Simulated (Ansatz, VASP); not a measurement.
One calculation of Ca2MgAs3, two programs

```xyz
6
Lattice="4.0969 0.0000 0.0000 0.0000 4.0969 0.0000 0.0000 0.0000 8.3146" Properties=species:S:1:pos:R:3 pbc="T T T"
Ca    2.0485    0.0000    5.4831
Ca    0.0000    2.0485    2.8316
Mg    2.0485    2.0485    0.0000
As    2.0485    0.0000    2.3668
As    0.0000    2.0485    5.9478
As    0.0000    0.0000    0.0000
```

Change from the starting cell: species swapped into the Hf2SiAs3 type (P-4m2, No. 115).

Alike in both runs: functional PBE; k mesh 10 × 10 × 6; occupations gaussian, width 0.1 eV; no spin polarisation.

Ansatz relaxed the structure, and its values are those at the end. VASP's run is a single point on that final structure, the one shown.

|  | VASP | Ansatz |
| --- | --- | --- |
| version | VASP 6.6.1 | Ansatz 0.2.0 |
| potentials or method | VASP PAW PBE potentials, release 64 (Ca_sv, Mg, As), cutoff 520 eV | scalar-relativistic, plane waves, PAW |
| valence electrons in the cell | 37 | 75 |

Ansatz gave:

| Item | Value |
| --- | --- |
| gap on the k mesh at the Fermi level (eV) | none |
| pressure (GPa) | 0.0 |
| rms of the force components (eV/Å) | 0.002 |

Task: What did VASP give for the same quantities?

Result: gap on the k mesh at the Fermi level (eV): none; pressure (GPa): 0.1; rms of the force components (eV/Å): 0.006.

A gap of «none» marks a metal or a gap that the smearing closes. VASP's potentials hold 37 valence electrons a cell and Ansatz's 75, so a difference there can come from the potentials and not from the codes.
